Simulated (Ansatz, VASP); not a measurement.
One calculation of As, two programs

Contents of INCAR:

```
SYSTEM = As
PREC = Accurate ; ENCUT = 600
EDIFF = 1E-6 ; ISMEAR = -1
SIGMA = 0.1 ; LREAL = .False.
LASPH = .True. ; NELM = 120
ALGO = Normal ; ISIF = 2
LWAVE = .False. ; LCHARG = .False.
GGA = PE ; NBANDS = 30
GGA_COMPAT = .False.
```

File KPOINTS:

```
regular mesh
0
Gamma
  8 8 10
  0 0 0
```

The input POSCAR:

```
As
1.0
    3.6603706098      0.0000000000      0.0000000000
   -1.8301853049      3.1699739354      0.0000000000
    0.0000000000      0.0000000000      2.1440152472
As
3
Direct
    0.0000000000      0.0000000000      0.0000000000
    0.3333333333      0.6666666667      0.5000000000
    0.6666666667      0.3333333333      0.5000000000
```

Input for Ansatz:

```yaml
crystal:
  lattice:
    - [3.6603706098, 0.0, 0.0]
    - [-1.8301853049, 3.1699739354, 0.0]
    - [0.0, 0.0, 2.1440152472]
  atoms:
    - { symbol: As, position: [0.0, 0.0, 0.0] }
    - { symbol: As, position: [0.3333333333, 0.6666666667, 0.5] }
    - { symbol: As, position: [0.6666666667, 0.3333333333, 0.5] }
kpoints:
  mp_grid: { grid: [8, 8, 10] }
  band_path:
    path:
      - [0.0, 0.0, 0.0]
      - [0.5, 0.0, 0.0]
      - [0.3333333333, 0.3333333333, 0.0]
      - [0.0, 0.0, 0.0]
      - [0.0, 0.0, 0.5]
      - [0.5, 0.0, 0.5]
      - [0.3333333333, 0.3333333333, 0.5]
      - [0.0, 0.0, 0.5]
      - [0.5, 0.0, 0.5]
    npoints: 8
scf:
  occupations: { method: fermi_dirac, width: 0.1 }
hamiltonian:
  xc: pbe
  pseudopotentials: { kind: paw }
output:
  forces: true
  stress: true
  eigenvalues: true
  populations: true
  dos: { projected: true, de: 0.2, e_range: [-14, 8] }
```

Change from the starting cell: volume scaled by 0.43, PAW files.

Alike in both runs: task single point; functional PBE; k mesh 8 × 8 × 10; occupations fermi-dirac, width 0.1 eV; no spin polarisation.

|  | VASP | Ansatz |
| --- | --- | --- |
| version | VASP 6.6.1 | Ansatz 0.2.0 |
| potentials or method | VASP PAW PBE potentials, release 64 (As_d) | PAW with Ansatz's default frozen-core files, scalar-relativistic |
| plane-wave cutoff (eV) | 600 | 420 |
| valence electrons in the cell | 45 | 45 |

Ansatz gave:

* pressure (GPa): 417.3
* traceless stress, the component that is largest in VASP (GPa): -0.11

Q: Estimate VASP's values.

A: Pressure (GPa): 420.8; traceless stress, the component that is largest in VASP (GPa): -0.38.

Both programs put the cell under a high pressure, so it lies far from rest at this level.

Noted on VASP's run: the cell as given lies far from equilibrium.
